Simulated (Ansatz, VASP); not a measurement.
# Hg in VASP and in Ansatz

```
CELL_PARAMETERS angstrom
3.58662 0.00000 -0.00368
0.00000 5.63804 0.00000
-1.78943 0.00000 3.12386
ATOMIC_POSITIONS crystal
Hg 0.66366 0.25000 0.82745
Hg 0.33634 0.75000 0.17255
```

Alike in both runs: functional PBE; k mesh 12 × 6 × 12; occupations gaussian, width 0.1 eV; no spin polarisation.

Ansatz relaxed the structure, and its values are those at the end. VASP's run is a single point on that final structure, the one shown.

|  | VASP | Ansatz |
| --- | --- | --- |
| version | VASP 6.6.1 | Ansatz 0.2.0 |
| potentials or method | VASP PAW PBE potentials, release 64 (Hg), cutoff 520 eV | scalar-relativistic, plane waves, PAW |
| valence electrons in the cell | 24 | 40 |

Ansatz gave:

```
gap on the k mesh at the Fermi level (eV) : 0.33
least direct gap on the mesh (eV)         : 1.38
pressure (GPa)                            : -0.1
```

Problem. Estimate VASP's values.

Solution. gap on the k mesh at the Fermi level (eV): 0.34; least direct gap on the mesh (eV): 1.39; pressure (GPa): 0.0.

VASP's potentials hold 24 valence electrons a cell and Ansatz's 40, so a difference there can come from the potentials and not from the codes.

Neither program's run includes spin-orbit coupling.
